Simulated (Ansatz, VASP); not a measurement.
## MgS in VASP and in Ansatz

```
CELL_PARAMETERS angstrom
0.00000 2.52360 2.56263
2.52360 0.00000 2.56263
2.52360 2.52360 0.00000
ATOMIC_POSITIONS crystal
Mg 0.00000 0.00000 0.00000
S 0.50000 0.50000 0.50000
```

Change from the starting cell: strain -0.030 along x and y, -0.015 along z, atoms carried along.

Alike in both runs: task single point; functional PBEsol; k mesh 8 × 8 × 8; occupations gaussian, width 0.05 eV; no spin polarisation.

|  | VASP | Ansatz |
| --- | --- | --- |
| version | VASP 6.6.1 | Ansatz 0.2.0 |
| potentials or method | VASP PAW PBE potentials, release 64 (Mg, S), cutoff 520 eV | scalar-relativistic, plane waves, PAW |
| valence electrons in the cell | 8 | 16 |

```tsv
	VASP	Ansatz	Ansatz less VASP
gap on the k mesh at the Fermi level (eV)	2.79	2.78	-0.008
least direct gap on the mesh (eV)	4.17	4.17	-0.003
pressure (GPa)	5.5	5.7	+0.18
traceless stress, the component that is largest in VASP (GPa)	-1.55	-1.55	+0.001
```

VASP's potentials were made for PBE, not for PBEsol. The functional is the same, so the differences come from potentials, cutoffs and numerics. VASP's potentials hold 8 valence electrons a cell and Ansatz's 16, so a difference there can come from the potentials and not from the codes.
